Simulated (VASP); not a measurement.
# Nb (Fm-3m) in VASP: further runs

Nb is run at these levels: BLYP; tasks: single point.

Program: VASP 6.6.1. These are calculated values, not measurements. Logs are shortened: lines on timing, memory, paths and dates and some standing lists are left out, and cuts for length are marked.

## 1. The cell of the first run

The structure is cubic, space group Fm-3m (No. 225). Conventional cell: a = 4.095 Å, b = 4.095 Å, c = 4.095 Å, α = 90.00°, β = 90.00°, γ = 90.00°. Within 3.8 Å of Nb (site symmetry m-3m) lie 12 Nb at 2.90 Å.

## 2. Single point, BLYP (volume scaled by 0.88)

File INCAR:

```
AGGAC = 1.0 ; AGGAX = 1.0
ALDAC = 0.0 ; ALDAX = 1.0
ALGO = Normal ; EDIFF = 1E-6
ENCUT = 520 ; GGA = B5
ISIF = 2 ; ISMEAR = -1
LASPH = True ; LCHARG = True
LELF = True ; LREAL = False
LVHAR = True ; LWAVE = False
NBANDS = 12 ; NELM = 60
PREC = Accurate ; SIGMA = 0.1
```

File KPOINTS:

```
k-points
0
Gamma
  14 14 14
```

File POSCAR:

```
Nb
1.0
    0.0000000000      2.0472888232      2.0472888232
    2.0472888232      0.0000000000      2.0472888232
    2.0472888232      2.0472888232      0.0000000000
Nb
1
Direct
    0.0000000000      0.0000000000      0.0000000000
```

Potentials or basis: VASP PAW PBE potentials, release 64 (Nb_sv).

Command:

```sh
cat potpaw_PBE.64/Nb_sv/POTCAR > POTCAR
mpirun -np 1 vasp_std > vasp.out
```

OUTCAR:

```text
EDIFF = 1E-6
   ENCUT = 520
   GGA = B5
   ISIF = 2
   ISMEAR = -1
   LASPH = True
   LREAL = False
   NELM = 60
   PREC = Accurate

 ion  position               nearest neighbor table
   1  0.000  0.000  0.000-

  LATTYP: Found a face centered cubic cell.
 ALAT       =     4.0945776464

  Lattice vectors:

 A1 = (   0.0000000000,   2.0472888232,   2.0472888232)
 A2 = (   2.0472888232,   0.0000000000,   2.0472888232)
 A3 = (   2.0472888232,   2.0472888232,   0.0000000000)

Analysis of symmetry for initial positions (statically):
=====================================================================
 Subroutine PRICEL returns:
 Original cell was already a primitive cell.

 Routine SETGRP: Setting up the symmetry group for a
 face centered cubic supercell.

 Subroutine GETGRP returns: Found 48 space group operations
 (whereof 48 operations were pure point group operations)
 out of a pool of 48 trial point group operations.

The static configuration has the point symmetry O_h .

Analysis of symmetry for dynamics (positions and initial velocities):
=====================================================================
 Subroutine PRICEL returns:
 Original cell was already a primitive cell.

 Routine SETGRP: Setting up the symmetry group for a
 face centered cubic supercell.

 Subroutine GETGRP returns: Found 48 space group operations
 (whereof 48 operations were pure point group operations)
 out of a pool of 48 trial point group operations.

The dynamic configuration has the point symmetry O_h .

 Subroutine INISYM returns: Found 48 space group operations
 (whereof 48 operations are pure point group operations),
 and found     1 'primitive' translations

----------------------------------------------------------------------------------------

                                     Primitive cell

  volume of cell :      17.1620

  direct lattice vectors                    reciprocal lattice vectors
     0.000000000  2.047288823  2.047288823    -0.244225433  0.244225433  0.244225433
     2.047288823  0.000000000  2.047288823     0.244225433 -0.244225433  0.244225433
     2.047288823  2.047288823  0.000000000     0.244225433  0.244225433 -0.244225433

  length of vectors
     2.895303620  2.895303620  2.895303620     0.423010859  0.423010859  0.423010859

  position of ions in fractional coordinates (direct lattice)
     0.000000000  0.000000000  0.000000000

  ion indices of the primitive-cell ions
   primitive index   ion index
                 1           1

----------------------------------------------------------------------------------------

 KPOINTS: k-points

Automatic generation of k-mesh.
 Grid dimensions read from file:
 generate k-points for:   14   14   14

 Generating k-lattice:

  Cartesian coordinates                     Fractional coordinates (reciprocal lattice)
    -0.017444674  0.017444674  0.017444674     0.071428571  0.000000000  0.000000000
     0.017444674 -0.017444674  0.017444674     0.000000000  0.071428571  0.000000000
     0.017444674  0.017444674 -0.017444674     0.000000000  0.000000000  0.071428571

  Length of vectors
     0.030215061  0.030215061  0.030215061

  Shift w.r.t. Gamma in fractional coordinates (k-lattice)
     0.000000000  0.000000000  0.000000000

 Subroutine IBZKPT returns following result:
 ===========================================

 Found    104 irreducible k-points:

 Following reciprocal coordinates:
            Coordinates               Weight
  0.000000  0.000000  0.000000      1.000000
  0.071429  0.000000  0.000000      8.000000
  0.142857  0.000000  0.000000      8.000000
  0.214286  0.000000  0.000000      8.000000
  0.285714  0.000000  0.000000      8.000000
  0.357143  0.000000  0.000000      8.000000
[... 16 lines left out ...]
  0.214286  0.142857  0.000000     24.000000
  0.285714  0.142857  0.000000     24.000000
 [... further k-points ...]
   k-points           NKPTS =    104   k-points in BZ     NKDIM =    104   number of bands    NBANDS=     12
   number of dos      NEDOS =    301   number of ions     NIONS =      1
   total plane-waves  NPLWV =  13824
   dimension x,y,z NGX =    24 NGY =   24 NGZ =   24
   dimension x,y,z NGXF=    48 NGYF=   48 NGZF=   48
   ions per type =               1
   NGX,Y,Z   is equivalent  to a cutoff of  13.78, 13.78, 13.78 a.u.
   NGXF,Y,Z  is equivalent  to a cutoff of  27.56, 27.56, 27.56 a.u.
 SYSTEM =  unknown system
   PREC   = accura    normal or accurate (medium, high low for compatibility)
   ISTART =      0    job   : 0-new  1-cont  2-samecut
   ICHARG =      2    charge: 1-file 2-atom 10-const
   ISPIN  =      1    spin polarized calculation?
   LNONCOLLINEAR =      F non collinear calculations
   LSORBIT =      F    spin-orbit coupling
   LASPH  =      T    aspherical Exc in radial PAW
   ENCUT  =  520.0 eV  38.22 Ry    6.18 a.u.   5.38  5.38  5.38*2*pi/ulx,y,z
   NELM   =     60;   NELMIN=  2; NELMDL= -5     # of ELM steps
   EDIFF  = 0.1E-05   stopping-criterion for ELM
   LREAL  =      F    real-space projection
   EDIFFG = 0.1E-04   stopping-criterion for IOM
   NSW    =      0    number of steps for IOM
   IBRION =     -1    ionic relax: 0-MD 1-quasi-New 2-CG
   NFREE  =      0    steps in history (QN), initial steepest desc. (CG)
   ISIF   =      2    stress and relaxation
   ISYM   =      2    0-nonsym 1-usesym 2-fastsym
   POTIM  = 0.5000    time-step for ionic-motion
   TEBEG  =    0.0;   TEEND  =   0.0 temperature during run
   PSTRESS=    0.0 pullay stress
   NELECT =      13.0000    total number of electrons
   NUPDOWN=      -1.0000    fix difference up-down
   EMIN   =  10.00;   EMAX   =-10.00  energy-range for DOS
   EFERMI =   0.00;   METHOD = LEGACY
   ISMEAR =    -1;   SIGMA  =   0.10  broadening in eV -4-tet -1-fermi 0-gaus
   EFERMI_NEDOS =   21; number of points for ismear=-14 and -15
   IALGO  =     38    algorithm
   IMIX   =      4    mixing-type and parameters
     AMIX     =   0.40;   BMIX     =  1.00
     AMIX_MAG =   1.60;   BMIX_MAG =  1.00
  volume/ion in A,a.u.               =      17.16       115.81
  Fermi-wavevector in a.u.,A,eV,Ry     =   1.492337  2.820108 30.301113  2.227069
  Thomas-Fermi vector in A             =   2.604878
   LORBIT       =      0    0 simple, 1 ext, 2 COOP (PROOUT), +10 PAW based schemes
   GGA     = B5    functional components
   LHFCALC =     F    Hartree Fock is set to
   AEXX    =    0.0000 exact exchange contribution
   IVDW    =     0    specifies the selected vdW correction
   LEPSILON=     F    determine dielectric tensor
   LRPA    =     F    only Hartree local field effects (RPA)
 non-spin polarized calculation
  energy-cutoff  :      520.00
  volume of cell :       17.16
 maximum number of plane-waves:       483
 NGX is ok and might be reduce to    24
   NGX = 11   NGY = 11   NGZ = 11

 number of electron      12.9999999 magnetization

 Free energy of the ion-electron system (eV)
  ---------------------------------------------------
  ext. energy  EPLUGINS =         0.00000000
  ---------------------------------------------------
  free energy    TOTEN  =        -8.41729688 eV

  energy without entropy =       -8.36952600  energy(sigma->0) =       -8.39341144

 E-fermi :  12.8129     XC(G=0): -12.1289

 val. band max:       12.7982583250   @ k =   0.4286   0.2857   0.0714
 cond. band min:      12.8443175176   @ k =  -0.3571   0.3571   0.0714
 fundamental gap:      0.0460591926
 Fermi energy:        12.8128875353

 k-point     1 :       0.0000    0.0000    0.0000
  band No.  band energies     occupation
      1     -41.7976      2.00000
      2     -17.1071      2.00000
      3     -17.1071      2.00000
      4     -17.1071      2.00000
      5       6.5949      2.00000
      6      12.7790      1.16780
      7      12.7790      1.16780
      8      12.7790      1.16780
      9      15.6815      0.00000
     10      15.6815      0.00000
     11      24.8400      0.00000
     12      30.0571      0.00000

 k-point     2 :       0.0714    0.0000    0.0000
  band No.  band energies     occupation
      1     -41.7841      2.00000
      2     -17.1913      2.00000
      3     -17.1173      2.00000
      4     -17.1173      2.00000
      5       6.8051      2.00000
      6      12.6187      1.74922
      7      12.8758      0.69550
      8      12.8758      0.69550
      9      15.5923      0.00000
     10      15.5923      0.00000
     11      25.2651      0.00000
     12      29.2565      0.00000

 k-point     3 :       0.1429    0.0000    0.0000
  band No.  band energies     occupation
      1     -41.7459      2.00000
      2     -17.4232      2.00000
      3     -17.1457      2.00000
      4     -17.1457      2.00000
      5       7.3808      2.00000
      6      12.2624      1.99190
      7      13.0990      0.10824
      8      13.0990      0.10824
      9      15.4369      0.00000
     10      15.4369      0.00000
     11      26.2735      0.00000
     12      27.9784      0.00000
[... 286 lines left out ...]
 k-point    23 :       0.2143    0.1429    0.0000
  band No.  band energies     occupation
      1     -41.6871      2.00000
      2     -17.6240      2.00000
      3     -17.2678      2.00000
      4     -17.2552      2.00000
      5       8.2393      2.00000
      6      11.3960      2.00000
      7      13.5128      0.00182
      8      13.7755      0.00013
      9      14.4293      0.00000
     10      16.2221      0.00000
     11      27.9689      0.00000
     12      28.4836      0.00000

 k-point    24 :       0.2857    0.1429    0.0000
  band No.  band energies     occupation
      1     -41.6326      2.00000
      2     -17.9102      2.00000
      3     -17.3190      2.00000
      4     -17.3037      2.00000
      5       8.9163      2.00000
      6      11.2033      2.00000
      7      12.9938      0.28158
      8      13.8862      0.00004
      9      15.2591      0.00000
     10      16.6259      0.00000
     11      27.0775      0.00000
     12      29.5119      0.00000

 [... further k-points ...]
[... 5 lines left out ...]
  --------------------------------------------------------------------------------------
  -------------------------------------------------------------------------------------
  Total        2.5742376      2.5742376      2.5742376      0.0000000      0.0000000     -0.0000000
  in kB      240.3210771    240.3210771    240.3210771      0.0000000      0.0000000     -0.0000000
  external PRESSURE =     240.3210771 kB  Pullay stress =       0.0000000 kB

 VOLUME and BASIS-vectors are now :
 -----------------------------------------------------------------------------
  energy-cutoff  :      520.00
  volume of cell :       17.16
      direct lattice vectors                 reciprocal lattice vectors
     0.000000000  2.047288823  2.047288823    -0.244225433  0.244225433  0.244225433
     2.047288823  0.000000000  2.047288823     0.244225433 -0.244225433  0.244225433
     2.047288823  2.047288823  0.000000000     0.244225433  0.244225433 -0.244225433

 POSITION                                       TOTAL-FORCE (eV/Angst)
 -----------------------------------------------------------------------------------
      0.00000      0.00000      0.00000        -0.000000     -0.000000     -0.000000
 -----------------------------------------------------------------------------------
    total drift:                                0.000000     -0.000000     -0.000000

  FREE ENERGIE OF THE ION-ELECTRON SYSTEM (eV)
  ---------------------------------------------------
  free  energy   TOTEN  =        -8.4172968839 eV

  energy  without entropy=       -8.3695259992  energy(sigma->0) =       -8.39341144
```

Wall time 59 s (1 thread of AMD EPYC, shared host); peak memory 0.12 GiB.

What came out:

```
Free energy : -8.4173 eV
Pressure    : 24.0 GPa
```

Levels at points of the mesh, in eV from the Fermi level:
| k point | band 3 | band 4 | band 5 | band 6 | band 7 | band 8 | band 9 | band 10 |
| --- | --- | --- | --- | --- | --- | --- | --- | --- |
| (0.00, 0.00, 0.00) | -29.92 | -29.92 | -6.22 | -0.03 | -0.03 | -0.03 | 2.87 | 2.87 |
| (0.50, 0.00, 0.00) | -30.12 | -30.12 | -4.14 | -0.24 | -0.24 | 1.97 | 5.08 | 5.08 |
| (0.50, 0.50, 0.00) | -30.48 | -30.48 | -4.50 | -3.80 | 4.36 | 5.07 | 5.72 | 5.72 |

Caveat: the PAW data sets were made with another functional, which shifts forces and pressure a little.

## 3. Single point, BLYP (volume scaled by 0.92)

File INCAR:

```
PREC     = Accurate       # precision mode
ENCUT    = 520            # plane-wave cutoff, eV
EDIFF    = 1E-6           # SCF threshold, eV
ISMEAR   = -1             # smearing method
SIGMA    = 0.1            # smearing width, eV
LREAL    = False          # projectors in reciprocal space
LASPH    = True           # aspherical terms in the spheres
NELM     = 80             # most SCF steps
ALGO     = Normal         # electronic algorithm
ISIF     = 2              # what is computed and relaxed
LWAVE    = False          # write WAVECAR
LCHARG   = True           # write CHGCAR
GGA      = B5             # functional
ALDAX    = 1.0          
AGGAX    = 1.0          
AGGAC    = 1.0          
ALDAC    = 0.0          
LELF     = True           # ELF
LVHAR    = True         
NBANDS   = 12             # bands
```

File KPOINTS:

```
Automatic mesh
0
Gamma
  14 14 14
```

File POSCAR:

```
Nb
1.0
    0.0000000000      2.0778498784      2.0778498784
    2.0778498784      0.0000000000      2.0778498784
    2.0778498784      2.0778498784      0.0000000000
Nb
1
Direct
    0.0000000000      0.0000000000      0.0000000000
```

Potentials or basis: VASP PAW PBE potentials, release 64 (Nb_sv).

Command:

```sh
cat potpaw_PBE.64/Nb_sv/POTCAR > POTCAR
mpirun -np 1 vasp_std > vasp.out
```

Wall time 61 s (1 thread of AMD EPYC, shared host); peak memory 0.12 GiB.

It converged, with:

```
Free energy : -8.5103 eV
Pressure    : 14.3 GPa
```

Levels at points of the mesh, in eV from the Fermi level:
| k point | band 2 | band 3 | band 4 | band 5 | band 6 | band 7 | band 8 | band 9 | band 10 | band 11 |
| --- | --- | --- | --- | --- | --- | --- | --- | --- | --- | --- |
| (0.00, 0.00, 0.00) | -30.05 | -30.05 | -30.05 | -6.14 | 0.00 | 0.00 | 0.00 | 2.73 | 2.73 | 11.98 |
| (0.50, 0.00, 0.00) | -31.42 | -30.23 | -30.23 | -3.97 | -0.18 | -0.18 | 1.77 | 4.81 | 4.81 | 11.06 |
| (0.50, 0.50, 0.00) | -31.33 | -30.54 | -30.54 | -4.24 | -3.56 | 4.05 | 4.79 | 5.40 | 5.40 | 11.79 |

Caveat: the PAW data sets were made with another functional, which shifts forces and pressure a little.
